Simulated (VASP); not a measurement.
Wanted: the native input for a VASP 6.6.1 run.

* Task: single point
* Functional: PBE
* Potentials or basis: VASP PAW PBE potentials, release 64 (Si, C)
* Cutoff: 520 eV
* k mesh: 12 × 12 × 2
* Occupations: gaussian, width 0.05 eV
* Spin: no spin polarisation
* Dipole correction: no
* Further INCAR settings: ALGO = Normal; EDIFF = 1e-07; NBANDS = 36

The structure of SiC lies in POSCAR:

```
SiC
1.0
    3.0692496138      0.0000000000      0.0000000000
   -1.5346248069      2.6580481361      0.0000000000
    0.0000000000      0.0000000000     15.0602705466
Si C
6 6
Direct
    0.0000000000      0.0000000000      0.1250424503
    0.0000000000      0.0000000000      0.6250374675
    0.3333333333      0.6666666667      0.2919122018
    0.6666666667      0.3333333333      0.7917223860
    0.3333333333      0.6666666667      0.9583927143
    0.6666666667      0.3333333333      0.4582264355
    0.0000000000      0.0000000000      0.9957901969
    0.0000000000      0.0000000000      0.5035866889
    0.3333333333      0.6666666667      0.1704670362
    0.6666666667      0.3333333333      0.6631920368
    0.3333333333      0.6666666667      0.8370720018
    0.6666666667      0.3333333333      0.3295583838
```

This cell differs from its parent crystal: atoms displaced along a vibrational mode, the cell strained.

These files were run (other wordings do the same):

INCAR

```
  PREC = Accurate
  ENCUT = 520
  EDIFF = 1E-7
  ISMEAR = 0
  SIGMA = 0.05
  LREAL = False
  LASPH = True
  NELM = 60
  ALGO = Normal
  ISIF = 2
  LWAVE = False
  LCHARG = False
  GGA = PE
  NBANDS = 36
```

KPOINTS

```
Automatic mesh
0
Gamma
  12 12 2
```

Potentials or basis: VASP PAW PBE potentials, release 64 (Si, C).

Run with:

```bash
$ cat potpaw_PBE.64/Si/POTCAR potpaw_PBE.64/C/POTCAR > POTCAR
$ mpirun -np 1 vasp_std > vasp.out
```

Results of the run:

- Pressure: 6.2 GPa
- Largest force: 1.958 eV/Å
- Band gap on the k mesh: 1.97 eV (least direct gap 3.08 eV)

Caveat: the cell differs from its parent crystal (atoms displaced along a vibrational mode, the cell strained); the cell stands under pressure; forces of over 1 eV/Å act on the atoms, so gaps and moduli don't describe the material at rest.

It took 92 s on 1 thread of Intel(R) Xeon(R) 6975P-C (Granite Rapids), on a shared host, peak memory 0.29 GiB.
